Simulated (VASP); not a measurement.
Runs of VASP 6.6.1 on ZnCu. The structure is that of space group P4/mmm (No. 123), or close to it. The cells are those of the table. 

```csv
cell,gap on the mesh (eV),pressure (GPa)
"a = 2.740, b = 2.740, c = 3.503 Å, 2 atoms",none,-0.5
"a = 2.733, b = 2.733, c = 3.537 Å, 2 atoms",none,(a)
"a = 2.787, b = 2.787, c = 3.365 Å, 2 atoms",none,0.1
"a = 2.774, b = 2.774, c = 3.400 Å, 2 atoms",none,0.1
"a = 2.761, b = 2.761, c = 3.400 Å, 2 atoms",none,1.5
```

Alike in all rows: task single point; level PBE; potentials or basis VASP PAW PBE potentials, release 64 (Zn, Cu); no spin polarisation; k mesh 16 × 16 × 12; cutoff (eV) 520; smearing gaussian 0.1 eV.

Question: Estimate the missing entries.

Answer: (a) -1.1.

A gap of «none» marks levels without a gap at the run's occupations.
